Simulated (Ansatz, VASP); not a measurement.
**GePt in VASP and in Ansatz**

```
Ge Pt
1.0
     5.76940    0.00000    0.00000
     0.00000    3.71222    0.00000
     0.00000    0.00000    6.13765
Ge Pt
4 4
Direct
  0.81296 0.75000 0.58683
  0.18704 0.25000 0.41317
  0.31296 0.75000 0.91317
  0.68704 0.25000 0.08683
  0.00311 0.75000 0.19389
  0.99689 0.25000 0.80611
  0.50311 0.75000 0.30611
  0.49689 0.25000 0.69389
```

Alike in both runs: functional r2SCAN; k mesh 6 × 10 × 6; occupations fermi-dirac, width 0.15 eV; no spin polarisation.

Ansatz relaxed the structure, and its values are those at the end. VASP's run is a single point on that final structure, the one shown.

|  | VASP | Ansatz |
| --- | --- | --- |
| version | VASP 6.6.1 | Ansatz 0.2.0 |
| potentials or method | VASP PAW PBE potentials, release 64 (Ge_d, Pt), cutoff 520 eV | scalar-relativistic, plane waves, PAW |
| valence electrons in the cell | 96 | 128 |

|  | VASP | Ansatz | Ansatz less VASP |
| --- | --- | --- | --- |
| gap on the k mesh at the Fermi level (eV) | none | none | - |
| pressure (GPa) | 0.2 | 0.0 | -0.18 |
| rms of the force components (eV/Å) | 0.006 | 0.000 | -0.0054 |

VASP's potentials were made for PBE, not for r2SCAN. A gap of «none» marks a metal or a gap that the smearing closes. VASP's potentials hold 96 valence electrons a cell and Ansatz's 128, so a difference there can come from the potentials and not from the codes.

Spin-orbit coupling is off throughout.
